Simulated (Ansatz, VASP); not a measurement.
**YMg2O2 in VASP and in Ansatz**

```
Y Mg O
1.0
     3.52911    0.00000    0.00000
     0.00000    3.52911    0.00000
     0.00000    0.00000    5.51116
Y Mg O
1 2 2
Direct
  0.00000 0.00000 0.00000
  0.00000 0.50000 0.50000
  0.50000 0.00000 0.50000
  0.50000 0.50000 0.25150
  0.50000 0.50000 0.74850
```

Change from the starting cell: species swapped into the CeMg2Si2 type (P4/mmm, No. 123).

Alike in both runs: functional PBE; k mesh 10 × 10 × 8; occupations gaussian, width 0.1 eV; no spin polarisation.

Ansatz relaxed the structure, and its values are those at the end. VASP's run is a single point on that final structure, the one shown.

|  | VASP | Ansatz |
| --- | --- | --- |
| version | VASP 6.6.1 | Ansatz 0.2.0 |
| potentials or method | VASP PAW PBE potentials, release 64 (Y_sv, Mg, O), cutoff 520 eV | scalar-relativistic, plane waves, PAW |
| valence electrons in the cell | 27 | 43 |

```tsv
	VASP	Ansatz	Ansatz less VASP
gap on the k mesh at the Fermi level (eV)	none	none	-
pressure (GPa)	-0.2	0.0	+0.16
rms of the force components (eV/Å)	0.012	0.003	-0.0092
```

A gap of «none» marks a metal or a gap that the smearing closes. The functional is the same, so the differences come from potentials, cutoffs and numerics. VASP's potentials hold 27 valence electrons a cell and Ansatz's 43, so a difference there can come from the potentials and not from the codes.
